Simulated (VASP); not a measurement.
# O (Fmmm) in VASP: a series of runs, part 2 of 2

VASP 6.6.1.

### 3 Single point, PBE

INCAR reads:

```
PREC = Accurate ; ENCUT = 600
EDIFF = 1E-6 ; ISMEAR = 0
SIGMA = 0.1 ; LREAL = False
LASPH = True ; NELM = 120
ALGO = Normal ; ISIF = 2
LWAVE = False ; LCHARG = True
GGA = PE ; LELF = True
LVHAR = True ; NBANDS = 13
GGA_COMPAT = False
```

KPOINTS reads:

```
regular mesh
0
Gamma
  2 2 2
```

POSCAR reads:

```
O
1.0
    0.0000000000      2.1075500000      3.3448500000
    1.4783500000      0.0000000000      3.3448500000
    1.4783500000      2.1075500000      0.0000000000
O
2
Direct
    0.0871000000      0.0871000000      0.9129000000
    0.9129000000      0.9129000000      0.0871000000
```

Potentials or basis: VASP PAW PBE potentials, release 64 (O).

Started as:

```console
$ cat potpaw_PBE.64/O/POTCAR > POTCAR
$ mpirun -np 1 vasp_std > vasp.out
```

OUTCAR:

```text
PREC = Accurate
   ENCUT = 600
   EDIFF = 1E-6
   ISMEAR = 0
   LREAL = False
   LASPH = True
   NELM = 120
   ISIF = 2
   GGA = PE

 ion  position               nearest neighbor table
   1  0.087  0.087  0.913-   2 1.17
   2  0.913  0.913  0.087-   1 1.17

  LATTYP: Found a face centered orthorhombic cell.
 ALAT       =     2.9567000000
 B/A-ratio  =     1.4256096324
 C/A-ratio  =     2.2625562282

  Lattice vectors:

 A1 = (   0.0000000000,   2.1075500000,   3.3448500000)
 A2 = (   1.4783500000,   0.0000000000,   3.3448500000)
 A3 = (   1.4783500000,   2.1075500000,   0.0000000000)

Analysis of symmetry for initial positions (statically):
=====================================================================
 Subroutine PRICEL returns:
 Original cell was already a primitive cell.

 Routine SETGRP: Setting up the symmetry group for a
 face centered orthorhombic supercell.

 Subroutine GETGRP returns: Found  8 space group operations
 (whereof  8 operations were pure point group operations)
 out of a pool of  8 trial point group operations.

The static configuration has the point symmetry D_2h.

Analysis of symmetry for dynamics (positions and initial velocities):
=====================================================================
 Subroutine PRICEL returns:
 Original cell was already a primitive cell.

 Routine SETGRP: Setting up the symmetry group for a
 face centered orthorhombic supercell.

 Subroutine GETGRP returns: Found  8 space group operations
 (whereof  8 operations were pure point group operations)
 out of a pool of  8 trial point group operations.

The dynamic configuration has the point symmetry D_2h.

 Subroutine INISYM returns: Found  8 space group operations
 (whereof  8 operations are pure point group operations),
 and found     1 'primitive' translations

----------------------------------------------------------------------------------------

                                     Primitive cell

  volume of cell :      20.8431

  direct lattice vectors                    reciprocal lattice vectors
     0.000000000  2.107550000  3.344850000    -0.338214902  0.237242296  0.149483534
     1.478350000  0.000000000  3.344850000     0.338214902 -0.237242296  0.149483534
     1.478350000  2.107550000  0.000000000     0.338214902  0.237242296 -0.149483534

  length of vectors
     3.953452735  3.656985131  2.574351515     0.439338769  0.439338769  0.439338769

  position of ions in fractional coordinates (direct lattice)
     0.087100000  0.087100000  0.912900000
     0.912900000  0.912900000  0.087100000

  ion indices of the primitive-cell ions
   primitive index   ion index
                 1           1
                 2           2

----------------------------------------------------------------------------------------

 KPOINTS: regular mesh

Automatic generation of k-mesh.
 Grid dimensions read from file:
 generate k-points for:    2    2    2

 Generating k-lattice:

  Cartesian coordinates                     Fractional coordinates (reciprocal lattice)
    -0.169107451  0.118621148  0.074741767     0.500000000  0.000000000 -0.000000000
     0.169107451 -0.118621148  0.074741767     0.000000000  0.500000000  0.000000000
     0.169107451  0.118621148 -0.074741767    -0.000000000  0.000000000  0.500000000

  Length of vectors
     0.219669384  0.219669384  0.219669384

  Shift w.r.t. Gamma in fractional coordinates (k-lattice)
     0.000000000  0.000000000  0.000000000

 Subroutine IBZKPT returns following result:
 ===========================================

 Found      5 irreducible k-points:

 Following reciprocal coordinates:
            Coordinates               Weight
  0.000000  0.000000  0.000000      1.000000
  0.500000 -0.000000 -0.000000      4.000000
  0.500000  0.500000  0.000000      1.000000
  0.500000  0.000000  0.500000      1.000000
  0.000000  0.500000  0.500000      1.000000
   k-points           NKPTS =      5   k-points in BZ     NKDIM =      5   number of bands    NBANDS=     13
   number of dos      NEDOS =    301   number of ions     NIONS =      2
   total plane-waves  NPLWV =  23040
   dimension x,y,z NGX =    32 NGY =   30 NGZ =   24
   dimension x,y,z NGXF=    64 NGYF=   60 NGZF=   48
   ions per type =               2
   NGX,Y,Z   is equivalent  to a cutoff of  13.46, 13.64, 15.50 a.u.
   NGXF,Y,Z  is equivalent  to a cutoff of  26.91, 27.28, 31.00 a.u.
 SYSTEM =  unknown system
   PREC   = accura    normal or accurate (medium, high low for compatibility)
   ISTART =      0    job   : 0-new  1-cont  2-samecut
   ICHARG =      2    charge: 1-file 2-atom 10-const
   ISPIN  =      1    spin polarized calculation?
   LNONCOLLINEAR =      F non collinear calculations
   LSORBIT =      F    spin-orbit coupling
   LASPH  =      T    aspherical Exc in radial PAW
   ENCUT  =  600.0 eV  44.10 Ry    6.64 a.u.   7.90  7.30  5.14*2*pi/ulx,y,z
   NELM   =    120;   NELMIN=  2; NELMDL= -5     # of ELM steps
   EDIFF  = 0.1E-05   stopping-criterion for ELM
   LREAL  =      F    real-space projection
   EDIFFG = 0.1E-04   stopping-criterion for IOM
   NSW    =      0    number of steps for IOM
   IBRION =     -1    ionic relax: 0-MD 1-quasi-New 2-CG
   NFREE  =      0    steps in history (QN), initial steepest desc. (CG)
   ISIF   =      2    stress and relaxation
   ISYM   =      2    0-nonsym 1-usesym 2-fastsym
   POTIM  = 0.5000    time-step for ionic-motion
   TEBEG  =    0.0;   TEEND  =   0.0 temperature during run
   PSTRESS=    0.0 pullay stress
   NELECT =      12.0000    total number of electrons
   NUPDOWN=      -1.0000    fix difference up-down
   EMIN   =  10.00;   EMAX   =-10.00  energy-range for DOS
   EFERMI =   0.00;   METHOD = LEGACY
   ISMEAR =     0;   SIGMA  =   0.10  broadening in eV -4-tet -1-fermi 0-gaus
   EFERMI_NEDOS =   21; number of points for ismear=-14 and -15
   IALGO  =     38    algorithm
   IMIX   =      4    mixing-type and parameters
     AMIX     =   0.40;   BMIX     =  1.00
     AMIX_MAG =   1.60;   BMIX_MAG =  1.00
  volume/ion in A,a.u.               =      10.42        70.33
  Fermi-wavevector in a.u.,A,eV,Ry     =   1.361909  2.573634 25.236021  1.854795
  Thomas-Fermi vector in A             =   2.488444
   LORBIT       =      0    0 simple, 1 ext, 2 COOP (PROOUT), +10 PAW based schemes
   GGA     = PE    functional components
   LHFCALC =     F    Hartree Fock is set to
   AEXX    =    0.0000 exact exchange contribution
   IVDW    =     0    specifies the selected vdW correction
   LEPSILON=     F    determine dielectric tensor
   LRPA    =     F    only Hartree local field effects (RPA)
 non-spin polarized calculation
 Gauss-broadening in eV      SIGMA  =   0.10
  energy-cutoff  :      600.00
  volume of cell :       20.84
 maximum number of plane-waves:       704
 NGX is ok and might be reduce to    32
   NGX = 15   NGY = 15   NGZ = 11

 number of electron      12.0000000 magnetization

 Free energy of the ion-electron system (eV)
  ---------------------------------------------------
  ext. energy  EPLUGINS =         0.00000000
  ---------------------------------------------------
  free energy    TOTEN  =        -9.65109889 eV

  energy without entropy =       -9.64831859  energy(sigma->0) =       -9.64970874

 E-fermi :   1.9501     XC(G=0):  -9.8888

 val. band max:        1.8227035996   @ k =   0.0000   0.5000   0.5000
 cond. band min:       2.0775723580   @ k =   0.0000   0.0000   0.0000
 fundamental gap:      0.2548687584
 Fermi energy:         1.9501379740

 k-point     1 :       0.0000    0.0000    0.0000
  band No.  band energies     occupation
      1     -27.3817      2.00000
      2     -12.5506      2.00000
      3      -8.1953      2.00000
      4      -5.1298      2.00000
      5      -4.8845      2.00000
      6       2.0776      0.07151
      7       2.5727      0.00000
      8      10.8867      0.00000
      9      13.6282      0.00000
     10      16.9370      0.00000
     11      21.2769      0.00000
     12      22.2349      0.00000
     13      26.5497      0.00000
[... 49 lines left out ...]
 k-point     5 :       0.0000    0.5000    0.5000
  band No.  band energies     occupation
      1     -26.5806      2.00000
      2     -12.4379      2.00000
      3      -7.8188      2.00000
      4      -6.5354      2.00000
      5      -5.2539      2.00000
      6      -0.6158      2.00000
      7       1.8227      1.92849
      8      12.3312      0.00000
      9      12.8897      0.00000
     10      18.0073      0.00000
     11      20.7007      0.00000
     12      20.9365      0.00000
     13      22.9774      0.00000

------------------------ aborting loop because EDIFF is reached ----------------------------------------

  FORCE on cell =-STRESS in cart. coord.  units (eV):
  Direction    XX          YY          ZZ          XY          YZ          ZX
  --------------------------------------------------------------------------------------
  -------------------------------------------------------------------------------------
  Total        0.2225278     -2.5330024      8.0185066     -0.0000000      0.0000000      0.0000000
  in kB       17.1053913   -194.7082655    616.3711127     -0.0000000      0.0000000      0.0000000
  external PRESSURE =     146.2560795 kB  Pullay stress =       0.0000000 kB

 VOLUME and BASIS-vectors are now :
 -----------------------------------------------------------------------------
  energy-cutoff  :      600.00
  volume of cell :       20.84
      direct lattice vectors                 reciprocal lattice vectors
     0.000000000  2.107550000  3.344850000    -0.338214902  0.237242296  0.149483534
     1.478350000  0.000000000  3.344850000     0.338214902 -0.237242296  0.149483534
     1.478350000  2.107550000  0.000000000     0.338214902  0.237242296 -0.149483534

 POSITION                                       TOTAL-FORCE (eV/Angst)
 -----------------------------------------------------------------------------------
      1.47835      2.10755      0.58267         0.000000      0.000000      4.984278
      1.47835      2.10755      6.10703         0.000000      0.000000     -4.984278
 -----------------------------------------------------------------------------------
    total drift:                                0.000000      0.000000      0.000000

  FREE ENERGIE OF THE ION-ELECTRON SYSTEM (eV)
  ---------------------------------------------------
  free  energy   TOTEN  =        -9.6510988915 eV

  energy  without entropy=       -9.6483185905  energy(sigma->0) =       -9.64970874
```

Run time: 2.4 s. Hardware: 1 thread of AMD EPYC 9R45 (Zen 5), shared host; peak memory 0.11 GiB.

Results:

* Free energy: -9.6511 eV
* Pressure: 14.6 GPa
* Largest force: 4.984 eV/Å
* Band gap on the k mesh: zero (bands 6 and 7 overlap by 1.61 eV)

Forces on the atoms (eV/Å):
```
O    0.000  0.000  4.984
O    0.000  0.000 -4.984
```

Caveat: the k points lie up to 1.38 Å⁻¹ apart, too coarse for converged energies and pressures of a metal; the standard files for N, O and F lose accuracy on very short bonds; spin is off for a triplet molecule; this functional lacks dispersion, which holds the molecules together, so the pressure and a relaxed volume are unreliable; forces of over 1 eV/Å act on the atoms, so gaps and moduli don't describe the material at rest.

### 4 Single point, LDA

INCAR reads:

```
ALGO = Normal
EDIFF = 1E-6
ENCUT = 600
GGA = CA
GGA_COMPAT = F
ISIF = 2
ISMEAR = 0
LASPH = T
LCHARG = F
LREAL = F
LWAVE = F
NBANDS = 13
NELM = 120
PREC = Accurate
SIGMA = 0.1
```

KPOINTS reads:

```
k-points
0
Gamma
  2 2 2
```

POSCAR is that of step 3.

Potentials or basis: VASP PAW LDA potentials, release 64 (O).

Started as:

```console
$ cat potpaw_LDA.64/O/POTCAR > POTCAR
$ mpirun -np 1 vasp_std > vasp.out
```

OUTCAR:

```text
EDIFF = 1E-6
   ENCUT = 600
   GGA = CA
   ISIF = 2
   ISMEAR = 0
   LASPH = T
   LREAL = F
   NELM = 120
   PREC = Accurate

 ion  position               nearest neighbor table
   1  0.087  0.087  0.913-   2 1.17
   2  0.913  0.913  0.087-   1 1.17

  LATTYP: Found a face centered orthorhombic cell.
 ALAT       =     2.9567000000
 B/A-ratio  =     1.4256096324
 C/A-ratio  =     2.2625562282

  Lattice vectors:

[... 243 lines left out ...]
     12      20.0104      0.00000
     13      22.2120      0.00000

------------------------ aborting loop because EDIFF is reached ----------------------------------------

  FORCE on cell =-STRESS in cart. coord.  units (eV):
  Direction    XX          YY          ZZ          XY          YZ          ZX
  --------------------------------------------------------------------------------------
  -------------------------------------------------------------------------------------
  Total       -0.7432862     -3.6314201      6.2437547      0.0000000      0.0000000      0.0000000
  in kB      -57.1353431   -279.1420605    479.9484779      0.0000000      0.0000000      0.0000000
  external PRESSURE =      47.8903581 kB  Pullay stress =       0.0000000 kB

 VOLUME and BASIS-vectors are now :
 -----------------------------------------------------------------------------
  energy-cutoff  :      600.00
  volume of cell :       20.84
      direct lattice vectors                 reciprocal lattice vectors
     0.000000000  2.107550000  3.344850000    -0.338214902  0.237242296  0.149483534
     1.478350000  0.000000000  3.344850000     0.338214902 -0.237242296  0.149483534
     1.478350000  2.107550000  0.000000000     0.338214902  0.237242296 -0.149483534

 POSITION                                       TOTAL-FORCE (eV/Angst)
 -----------------------------------------------------------------------------------
      1.47835      2.10755      0.58267         0.000000      0.000000      4.192056
      1.47835      2.10755      6.10703         0.000000      0.000000     -4.192056
 -----------------------------------------------------------------------------------
    total drift:                                0.000000      0.000000      0.000000

  FREE ENERGIE OF THE ION-ELECTRON SYSTEM (eV)
  ---------------------------------------------------
  free  energy   TOTEN  =       -11.0046202709 eV

  energy  without entropy=      -11.0018071337  energy(sigma->0) =      -11.00321370
```

OSZICAR:

```text
N       E                     dE             d eps       ncg     rms          rms(c)
DAV:   1     0.338033405174E+02    0.33803E+02   -0.69077E+03   130   0.964E+02
DAV:   2    -0.104020330503E+02   -0.44205E+02   -0.42221E+02   160   0.190E+02
DAV:   3    -0.113723781045E+02   -0.97035E+00   -0.96887E+00   155   0.257E+01
DAV:   4    -0.113747107323E+02   -0.23326E-02   -0.23326E-02   145   0.153E+00
DAV:   5    -0.113747195309E+02   -0.87985E-05   -0.87986E-05   160   0.846E-02    0.462E+00
DAV:   6    -0.110777714383E+02    0.29695E+00   -0.24127E-01   135   0.445E+00    0.240E+00
DAV:   7    -0.110040429467E+02    0.73728E-01   -0.21354E-01   135   0.406E+00    0.483E-01
DAV:   8    -0.110047327327E+02   -0.68979E-03   -0.12494E-02   135   0.970E-01    0.743E-02
DAV:   9    -0.110046384633E+02    0.94269E-04   -0.49303E-04   150   0.195E-01    0.355E-02
DAV:  10    -0.110046203461E+02    0.18117E-04   -0.50130E-05   150   0.686E-02    0.596E-03
DAV:  11    -0.110046202709E+02    0.75175E-07   -0.41274E-06   150   0.166E-02
   1 F= -.11004620E+02 E0= -.11003214E+02  d E =-.281314E-02
```

stdout:

```text
POSCAR found type information on POSCAR O
 POSCAR found :  1 types and       2 ions
 scaLAPACK will be used
 LDA part: xc-table for (Slater(with rela. corr.)+CA(PZ))
 , standard interpolation
 POSCAR, INCAR and KPOINTS ok, starting setup
 FFT: planning ... GRIDC
 FFT: planning ... GRID_SOFT
 FFT: planning ... GRID
 WAVECAR not read
 entering main loop
```

Wall time 1.5 s (1 thread of AMD EPYC 9R45 (Zen 5), shared host); peak memory 0.1 GiB.

Results:

| Item | Value |
| --- | --- |
| Free energy | -11.0046 eV |
| Pressure | 4.8 GPa |
| Largest force | 4.192 eV/Å |
| Band gap on the k mesh | zero (bands 6 and 7 overlap by 1.64 eV) |

Forces on the atoms (eV/Å):
```
O    0.000  0.000  4.192
O    0.000  0.000 -4.192
```

Stress tensor (GPa, compression positive):
```
 -5.71   0.00   0.00
  0.00 -27.91   0.00
  0.00   0.00  47.99
```

Caveat: the k points lie up to 1.38 Å⁻¹ apart, too coarse for converged energies and pressures of a metal; the standard files for N, O and F lose accuracy on very short bonds; spin is off for a triplet molecule; forces of over 1 eV/Å act on the atoms, so gaps and moduli don't describe the material at rest.

### 5 Single point, PBE

INCAR reads:

```
PREC = Accurate ; ENCUT = 600
EDIFF = 1E-6 ; ISMEAR = 0
SIGMA = 0.1 ; LREAL = False
LASPH = True ; NELM = 120
ALGO = Normal ; ISIF = 2
LWAVE = False ; LCHARG = False
GGA = PE ; NBANDS = 13
GGA_COMPAT = False
```

KPOINTS reads:

```
Automatic mesh
0
Gamma
  2 2 2
  0.5 0.5 0
```

POSCAR is that of step 4.

Potentials or basis: VASP PAW PBE potentials, release 64 (O).

Started as:

```console
$ cat potpaw_PBE.64/O/POTCAR > POTCAR
$ mpirun -np 1 vasp_std > vasp.out
```

Wall time 1.7 s (1 thread of AMD EPYC 9R45 (Zen 5), shared host); peak memory 0.11 GiB.

Results (log left out):

- Free energy: -9.7403 eV
- Pressure: 13.2 GPa
- Largest force: 5.212 eV/Å
- Band gap on the k mesh: zero (bands 6 and 7 overlap by 0.93 eV)

Forces in eV/Å, atoms in the order of the input:
```
O    0.000  0.000  5.212
O    0.000  0.000 -5.212
```

Stress tensor (GPa, compression positive):
```
  0.89   0.00   0.00
  0.00 -20.17   0.00
  0.00   0.00  58.97
```

Levels at points of the mesh, in eV from the Fermi level:
| k point | band 4 | band 5 | band 6 | band 7 | band 8 | band 9 |
| --- | --- | --- | --- | --- | --- | --- |
| (0.25, 0.25, 0.00) | -7.13 | -6.80 | 0.46 | 0.71 | 8.45 | 10.62 |

Caveat: the k points lie up to 1.38 Å⁻¹ apart, too coarse for converged energies and pressures of a metal; the standard files for N, O and F lose accuracy on very short bonds; spin is off for a triplet molecule; this functional lacks dispersion, which holds the molecules together, so the pressure and a relaxed volume are unreliable; forces of over 1 eV/Å act on the atoms, so gaps and moduli don't describe the material at rest.

### 6 The runs side by side

```tsv
level	potentials or basis	cell	k mesh	gap on the mesh (eV)	pressure (GPa)	largest force (eV/Å)
PBE	VASP PAW PBE potentials, release 64 (O)	as given, atomic positions A	3 × 1 × 1	0.11	14.5	0.67
PBE	VASP PAW PBE potentials, release 64 (O)	as given, atomic positions B	2 × 2 × 2	none	14.6	4.98
LDA	VASP PAW LDA potentials, release 64 (O)	as given, atomic positions B	2 × 2 × 2	none	4.8	4.19
PBE	VASP PAW PBE potentials, release 64 (O)	as given, atomic positions B	2 × 2 × 2, shifted	none	13.2	5.21
```

Alike in all rows: task single point; no spin polarisation; cutoff (eV) 600; smearing gaussian 0.1 eV.

Caveats: all runs use coarse meshes; the standard files for N, O and F lose accuracy on very short bonds; spin is off for a triplet molecule; this functional lacks dispersion, which holds the molecules together, so the pressure and a relaxed volume are unreliable (at least some runs); forces of over 1 eV/Å act on the atoms, so gaps and moduli don't describe the material at rest (at least some runs); an odd mesh through Γ misses points on the zone boundary, where band edges can lie (at least some runs).

Absolute energies hang on the potentials; compare differences alone.
